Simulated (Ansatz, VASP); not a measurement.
# MgO: VASP beside Ansatz

The input POSCAR:

```
MgO
1.0
    2.6233491278      0.0000000000      0.0000000000
    0.0000000000      2.6233491278      0.0000000000
    0.0000000000      0.0000000000      2.6233491278
Mg O
1 1
Direct
    0.0000000000      0.0000000000      0.0000000000
    0.5000000000      0.5000000000      0.5000000000
```

Contents of INCAR.step1:

```
PREC     = Accurate       # precision mode
ENCUT    = 920            # plane-wave cutoff, eV
ISMEAR   = 0              # smearing method
SIGMA    = 0.01           # smearing width, eV
LREAL    = F              # projectors in reciprocal space
LASPH    = T              # aspherical terms in the spheres
NELM     = 120            # most SCF steps
NBANDS   = 15             # bands
GGA      = PE             # functional
ALGO     = Normal         # electronic algorithm
EDIFF    = 1E-5           # SCF threshold, eV
LWAVE    = T              # write WAVECAR
LCHARG   = F              # write CHGCAR
GGA_COMPAT= F
```

The input INCAR.step2:

```
PREC     = Accurate       # precision mode
ENCUT    = 920            # plane-wave cutoff, eV
EDIFF    = 1E-6           # SCF threshold, eV
ISMEAR   = 0              # smearing method
SIGMA    = 0.01           # smearing width, eV
LREAL    = F              # projectors in reciprocal space
LASPH    = T              # aspherical terms in the spheres
NELM     = 120            # most SCF steps
ALGO     = Normal         # electronic algorithm
ISIF     = 2              # what is computed and relaxed
LWAVE    = F              # write WAVECAR
LCHARG   = F              # write CHGCAR
METAGGA  = R2SCAN         # meta-GGA
LMIXTAU  = T            
NBANDS   = 15             # bands
ISTART   = 1            
GGA_COMPAT= F
```

The input KPOINTS:

```
Automatic mesh
0
Gamma
  6 6 6
```

Input for Ansatz:

```yaml
crystal:
  lattice:
    - [2.6233491278, 0.0, 0.0]
    - [0.0, 2.6233491278, 0.0]
    - [0.0, 0.0, 2.6233491278]
  atoms:
    - { symbol: Mg, position: [0.0, 0.0, 0.0] }
    - { symbol: O, position: [0.5, 0.5, 0.5] }
kpoints:
  mp_grid: { grid: [6, 6, 6] }
hamiltonian:
  xc: r2scan
scf:
  occupations: { method: fixed }
  n_extra_bands: 4
output:
  forces: true
  stress: true
  eigenvalues: true
```

Alike in both runs: task single point; functional r2SCAN; k mesh 6 × 6 × 6; no spin polarisation.

|  | VASP | Ansatz |
| --- | --- | --- |
| version | VASP 6.6.1 | Ansatz 0.2.0 |
| potentials or method | VASP PAW PBE potentials, release 64 (Mg_sv, O) | plane waves, PAW |
| plane-wave cutoff (eV) | 920 | 500 |
| occupations | gaussian, width 0.01 eV | fixed |
| valence electrons in the cell | 16 | 16 |

|  | VASP | Ansatz | Ansatz less VASP |
| --- | --- | --- | --- |
| gap on the k mesh at the Fermi level (eV) | 3.51 | 3.49 | -0.026 |
| pressure (GPa) | 0.7 | 0.0 | -0.66 |

VASP's potentials were made for PBE, not for r2SCAN.
